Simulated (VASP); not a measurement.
# HfTe2W2 (P-3m1) in VASP: further runs, part 2 of 2

VASP 6.6.1.

### 3 Relaxation of cell and atoms, PBE

This run uses another cell than the first one, of 23.11 Å³/atom.

File INCAR:

```
  ALGO = Fast
  EDIFF = 1E-6
  EDIFFG = -0.04
  ENCUT = 600
  GGA = PE
  IBRION = 2
  ISIF = 3
  ISMEAR = 0
  LASPH = T
  LCHARG = F
  LREAL = F
  LWAVE = F
  NELM = 80
  NSW = 90
  PREC = Accurate
  SIGMA = 0.1
```

File KPOINTS:

```
k-points
0
Gamma
  6 6 4
```

File POSCAR:

```
HfTe2W2
1.0
    4.5484733452      0.0000000000      0.0000000000
   -2.2742366726      3.9390934654      0.0000000000
    0.0000000000      0.0000000000      6.4496677298
Hf Te W
1 2 2
Direct
    0.0000000000      0.0000000000      0.0000000000
    0.6666666667      0.3333333333      0.3150318047
    0.3333333333      0.6666666667      0.6849681953
    0.6666666667      0.3333333333      0.8678123424
    0.3333333333      0.6666666667      0.1321876576
```

Potentials or basis: VASP PAW PBE potentials, release 64 (Hf_pv, Te, W_sv).

Launch:

```bash
> cat potpaw_PBE.64/Hf_pv/POTCAR potpaw_PBE.64/Te/POTCAR potpaw_PBE.64/W_sv/POTCAR > POTCAR
> mpirun -np 1 vasp_std > vasp.out
```

Run time: 2.7 min. Hardware: 1 thread of AMD EPYC 9R45 (Zen 5), shared host; peak memory 0.3 GiB.

Results (log left out):

```
Free energy                           : -39.4761 eV
Relaxed volume                        : 23.08 Å³/atom
Relaxed cell                          : a = 4.566 Å, b = 4.566 Å, c = 6.391 Å, α = 90.00°, β = 90.00°, γ = 120.00°
Space group after relaxing (to 0.1 Å) : P-3m1 (No. 164)
Energy gained by relaxing             : 1.3 meV/atom
Ionic steps                           : 5
Pressure after relaxing               : 0.0 GPa
Largest force after relaxing          : 0.026 eV/Å
Band gap on the k mesh                : zero (bands 25 and 26 overlap by 0.21 eV)
```

Forces in eV/Å, atoms in the order of the input:
```
Hf   0.000  0.000  0.000
Te   0.000  0.000 -0.022
Te   0.000  0.000  0.022
W    0.000  0.000  0.026
W    0.000  0.000 -0.026
```

Stress tensor (GPa, compression positive):
```
-0.02  0.00  0.00
 0.00 -0.02  0.00
 0.00  0.00  0.11
```

Step by step:
| step | energy change (eV) | largest force (eV/Å) | pressure (GPa) | volume (Å³) |
| --- | --- | --- | --- | --- |
| 1 | 0.0000 | 0.1324 | -0.24 | 115.56 |
| 2 | -0.0055 | 0.0112 | 0.47 | 114.97 |
| 3 | -0.0055 | 0.0100 | 0.48 | 114.96 |
| 4 | -0.0053 | 0.0489 | -0.47 | 115.89 |
| 5 | -0.0064 | 0.0262 | 0.02 | 115.41 |

Final structure:
```
CELL_PARAMETERS angstrom
4.56621 0.00000 0.00000
-2.28311 3.95445 0.00000
0.00000 0.00000 6.39141
ATOMIC_POSITIONS crystal
Hf 0.00000 0.00000 0.00000
Te 0.66667 0.33333 0.31383
Te 0.33333 0.66667 0.68617
W 0.66667 0.33333 0.86876
W 0.33333 0.66667 0.13124
```

Levels at points of the mesh, in eV from the Fermi level:
```csv
k point,band 23,band 24,band 25,band 26,band 27,band 28
"(0.00, 0.00, 0.00)",-0.53,-0.29,-0.29,0.46,0.50,0.50
"(0.50, 0.00, 0.00)",-1.32,-0.66,-0.10,0.03,0.37,1.29
"(0.00, 0.00, 0.50)",0.11,0.11,0.15,0.15,0.42,1.64
"(0.50, 0.00, 0.50)",-1.46,-0.57,-0.04,0.02,1.16,1.42
```

Caveat: spin-orbit coupling is left out, which moves the levels of the heavy elements.

### 4 Relaxation of cell and atoms, PBE

This run uses another cell than the first one, of 28.50 Å³/atom.

File INCAR:

```
SYSTEM = HfTe2W2
  ALGO = Fast
  EDIFF = 1E-6
  EDIFFG = -0.04
  ENCUT = 600
  GGA = PE
  IBRION = 2
  ISIF = 3
  ISMEAR = 0
  LASPH = .True.
  LCHARG = .False.
  LREAL = .False.
  LWAVE = .False.
  NELM = 100
  NSW = 90
  PREC = Accurate
  SIGMA = 0.1
```

File KPOINTS:

```
k-points
0
Gamma
  6 6 2
  0 0 0
```

File POSCAR:

```
HfTe2W2
1.0
    4.5325568300      0.0000000000      0.0000000000
   -2.2662784200      3.9253093600      0.0000000000
    0.0000000000      0.0000000000      8.0089567600
Hf Te W
1 2 2
Direct
    0.0000000000      0.0000000000      0.0000000000
    0.6666666700      0.3333333300      0.3761193200
    0.3333333300      0.6666666700      0.6238806800
    0.6666666700      0.3333333300      0.7259517900
    0.3333333300      0.6666666700      0.2740482100
```

Launch:

```bash
> cat potpaw_PBE.64/Hf_pv/POTCAR potpaw_PBE.64/Te/POTCAR potpaw_PBE.64/W_sv/POTCAR > POTCAR
> mpirun -np 1 vasp_std > vasp.out
```

It took 22 min on 1 thread of AMD EPYC 9R45 (Zen 5), shared host; peak memory 0.31 GiB.

The run converged. Its results:

```yaml
Free_energy: -39.3767 eV
Relaxed_volume: 22.96 Å³/atom
Relaxed_cell: a = 4.546 Å, b = 4.546 Å, c = 6.416 Å, α = 90.00°, β = 90.00°, γ = 120.00°
Space_group_after_relaxing_to_0.1_Å: P-3m1 (No. 164)
Pressure_after_relaxing: 0.1 GPa
Largest_force_after_relaxing: 0.022 eV/Å
Band_gap_on_the_k_mesh: zero (bands 25 and 26 overlap by 0.27 eV)
```

Forces on the atoms (eV/Å):
```
Hf   0.000  0.000  0.000
Te   0.000  0.000  0.002
Te   0.000  0.000 -0.002
W    0.000  0.000  0.022
W    0.000  0.000 -0.022
```

Stress tensor (GPa, compression positive):
```
0.08 0.00 0.00
0.00 0.08 0.00
0.00 0.00 0.23
```

Final structure:
```cif
data_structure
_symmetry_space_group_name_H-M 'P 1'
_symmetry_Int_Tables_number 1
_cell_length_a 4.5458
_cell_length_b 4.5458
_cell_length_c 6.4158
_cell_angle_alpha 90.000
_cell_angle_beta 90.000
_cell_angle_gamma 120.000
_cell_volume 114.82
loop_
_atom_site_label
_atom_site_type_symbol
_atom_site_fract_x
_atom_site_fract_y
_atom_site_fract_z
_atom_site_occupancy
Hf1 Hf 0.00000 0.00000 0.00000 1
Te1 Te 0.66667 0.33333 0.31605 1
Te2 Te 0.33333 0.66667 0.68395 1
W1 W 0.66667 0.33333 0.86583 1
W2 W 0.33333 0.66667 0.13417 1
```

Levels at points of the mesh, in eV from the Fermi level:
| k point | band 22 | band 23 | band 24 | band 25 | band 26 | band 27 | band 28 | band 29 |
| --- | --- | --- | --- | --- | --- | --- | --- | --- |
| (0.00, 0.00, 0.00) | -0.66 | -0.38 | -0.29 | -0.29 | 0.31 | 0.52 | 0.52 | 1.68 |
| (0.50, 0.00, 0.00) | -1.84 | -1.32 | -0.69 | -0.05 | 0.05 | 0.34 | 1.31 | 2.33 |
| (0.00, 0.00, 0.50) | -0.44 | 0.16 | 0.16 | 0.18 | 0.18 | 0.42 | 1.71 | 1.75 |
| (0.50, 0.00, 0.50) | -1.67 | -1.46 | -0.53 | -0.01 | 0.03 | 1.16 | 1.49 | 1.69 |

Caveat: the k points lie up to 0.49 Å⁻¹ apart in the final cell; the volume moved by over 15 % at a fixed basis, so the end points are rough; spin-orbit coupling is left out, which moves the levels of the heavy elements.

### 5 Single point, PBE

This run uses another cell than the first one, of 27.13 Å³/atom.

File INCAR:

```
SYSTEM = HfTe2W2
ALGO = Fast
EDIFF = 1E-6
ENCUT = 520
GGA = PE
ISIF = 2
ISMEAR = 0
LASPH = .True.
LCHARG = .False.
LREAL = .False.
LWAVE = .False.
NBANDS = 33
NELM = 60
PREC = Accurate
SIGMA = 0.1
```

File KPOINTS:

```
k-points
0
Gamma
  12 12 6
  0 0 0
```

File POSCAR:

```
HfTe2W2
1.0
    4.5788914956      0.0000000000      0.0000000000
   -2.2894457478      3.9654363563      0.0000000000
    0.0000000000      0.0000000000      7.4701476250
Hf Te W
1 2 2
Direct
    0.0000000000      0.0000000000      0.0000000000
    0.6666666667      0.3333333333      0.2725208602
    0.3333333333      0.6666666667      0.7274791398
    0.6666666667      0.3333333333      0.9061361465
    0.3333333333      0.6666666667      0.0938638535
```

Launch:

```bash
> cat potpaw_PBE.64/Hf_pv/POTCAR potpaw_PBE.64/Te/POTCAR potpaw_PBE.64/W_sv/POTCAR > POTCAR
> mpirun -np 1 vasp_std > vasp.out
```

Wall time 4.2 min (1 thread of AMD EPYC 9R45 (Zen 5), shared host); peak memory 0.53 GiB.

It converged, with:

```yaml
Free_energy: -39.6670 eV
Pressure: -0.1 GPa
Largest_force: 0.020 eV/Å
Band_gap_on_the_k_mesh: zero (bands 25 and 26 overlap by 0.47 eV)
```

Forces in eV/Å, atoms in the order of the input:
```
Hf   0.000  0.000  0.000
Te   0.000  0.000 -0.006
Te   0.000  0.000  0.006
W    0.000  0.000  0.020
W    0.000  0.000 -0.020
```

Levels at points of the mesh, in eV from the Fermi level:
| k point | band 23 | band 24 | band 25 | band 26 | band 27 | band 28 |
| --- | --- | --- | --- | --- | --- | --- |
| (0.00, 0.00, 0.00) | -0.14 | -0.14 | 0.32 | 0.36 | 0.36 | 0.69 |
| (0.50, 0.00, 0.00) | -1.45 | -0.67 | -0.26 | -0.13 | 0.54 | 1.38 |
| (0.00, 0.00, 0.50) | -0.10 | -0.10 | 0.26 | 0.26 | 0.58 | 0.67 |
| (0.50, 0.00, 0.50) | -1.48 | -1.03 | -0.12 | 0.30 | 0.45 | 1.28 |

Caveat: spin-orbit coupling is left out, which moves the levels of the heavy elements; this functional lacks dispersion, which binds layers or chains, so the pressure and a relaxed spacing across them are unreliable.

### 6 The runs side by side

| task | cell | k mesh | cutoff (eV) | gap on the mesh (eV) | pressure (GPa) | relaxed volume (Å³/atom) | largest force (eV/Å) |
| --- | --- | --- | --- | --- | --- | --- | --- |
| single point | a = 4.582, b = 4.582, c = 7.297 Å, angles 90.0, 90.0, 120.0°, 5 atoms, atomic positions A | 6 × 6 × 4 | 520 | none | -0.1 | - | 0.04 |
| relaxation of cell and atoms | relaxed from a = 4.548, b = 4.548, c = 6.450 Å, angles 90.0, 90.0, 120.0°, 5 atoms, atomic positions B | 6 × 6 × 4 | 600 | none | 0.0 | 23.08 | 0.03 |
| relaxation of cell and atoms | relaxed from a = 4.533, b = 4.533, c = 8.009 Å, angles 90.0, 90.0, 120.0°, 5 atoms, atomic positions C | 6 × 6 × 2 | 600 | none | 0.1 | 22.96 | 0.02 |
| single point | a = 4.579, b = 4.579, c = 7.470 Å, angles 90.0, 90.0, 120.0°, 5 atoms, atomic positions D | 12 × 12 × 6 | 520 | none | -0.1 | - | 0.02 |

Alike in all rows: level PBE; potentials or basis VASP PAW PBE potentials, release 64 (Hf_pv, Te, W_sv); no spin polarisation; smearing gaussian 0.1 eV.

Caveats: some runs use coarse meshes; spin-orbit coupling is left out, which moves the levels of the heavy elements; this functional lacks dispersion, which binds layers or chains, so the pressure and a relaxed spacing across them are unreliable (at least some runs); the volume moved by over 15 % at a fixed basis, so the end points are rough (at least some runs).

Absolute energies hang on the potentials; compare differences alone.
